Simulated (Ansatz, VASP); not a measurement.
**One calculation of WSe2, two programs**

Contents of INCAR:

```
SYSTEM = WSe2
PREC = Accurate ; ENCUT = 520
EDIFF = 1E-6 ; ISMEAR = 0
SIGMA = 0.02 ; LREAL = .FALSE.
LASPH = .TRUE. ; NELM = 80
ALGO = Normal ; ISIF = 2
LWAVE = .FALSE. ; LCHARG = .FALSE.
GGA = PE ; NBANDS = 35
```

KPOINTS

```
Automatic mesh
0
G
  12 12 4
  0 0 0
```

File POSCAR:

```
WSe2
1.0
    3.2249123726      0.0000000000      0.0000000000
   -1.6124561863      2.7928560396      0.0000000000
    0.0000000000      0.0000000000     12.2601780236
W Se
2 4
Direct
    0.6666666667      0.3333333333      0.7500000000
    0.3333333333      0.6666666667      0.2500000000
    0.3333333333      0.6666666667      0.8879270868
    0.6666666667      0.3333333333      0.3879270868
    0.3333333333      0.6666666667      0.6120729132
    0.6666666667      0.3333333333      0.1120729132
```

Input for Ansatz:

```yaml
crystal:
  lattice:
    - [3.2249123726, 0.0, 0.0]
    - [-1.6124561863, 2.7928560396, 0.0]
    - [0.0, 0.0, 12.2601780236]
  atoms:
    - { symbol: W, position: [0.6666666667, 0.3333333333, 0.75] }
    - { symbol: W, position: [0.3333333333, 0.6666666667, 0.25] }
    - { symbol: Se, position: [0.3333333333, 0.6666666667, 0.8879270868] }
    - { symbol: Se, position: [0.6666666667, 0.3333333333, 0.3879270868] }
    - { symbol: Se, position: [0.3333333333, 0.6666666667, 0.6120729132] }
    - { symbol: Se, position: [0.6666666667, 0.3333333333, 0.1120729132] }
basis:
  ecutwfc: 420
kpoints:
  mp_grid: { grid: [12, 12, 4] }
  band_path: { path: [VBM, CBM], npoints: 2 }
hamiltonian:
  xc: pbe
scf:
  occupations: { method: gaussian, width: 0.02 }
output:
  forces: true
  stress: true
  eigenvalues: true
checkpoint:
  read: start.run
  write: ck
  compress: false
  write_wavefunctions: false
  write_every: 100000
```

Alike in both runs: task single point; functional PBE; k mesh 12 × 12 × 4; occupations gaussian, width 0.02 eV; no spin polarisation.

|  | VASP | Ansatz |
| --- | --- | --- |
| version | VASP 6.6.1 | Ansatz 0.2.0 |
| potentials or method | VASP PAW PBE potentials, release 64 (W_sv, Se), cutoff 520 eV | scalar-relativistic, plane waves, PAW |
| valence electrons in the cell | 52 | 92 |

VASP gave:

```
gap on the k mesh at the Fermi level (eV)                     : 0.64
least direct gap on the mesh (eV)                             : 1.54
pressure (GPa)                                                : 10.4
traceless stress, the component that is largest in VASP (GPa) : 0.11
rms of the force components (eV/Å)                            : 0.025
```

**Question.** What did Ansatz give for the same quantities?

**Answer.** gap on the k mesh at the Fermi level (eV): 0.65; least direct gap on the mesh (eV): 1.54; pressure (GPa): 10.0; traceless stress, the component that is largest in VASP (GPa): 0.01; rms of the force components (eV/Å): 0.000.

Atom by atom the forces differ by 0.025 eV/Å (rms over components). With one functional, cell and mesh, what is left measures potentials, basis and numerics. VASP's potentials hold 52 valence electrons a cell and Ansatz's 92, so a difference there can come from the potentials and not from the codes.

Neither program's run includes spin-orbit coupling.
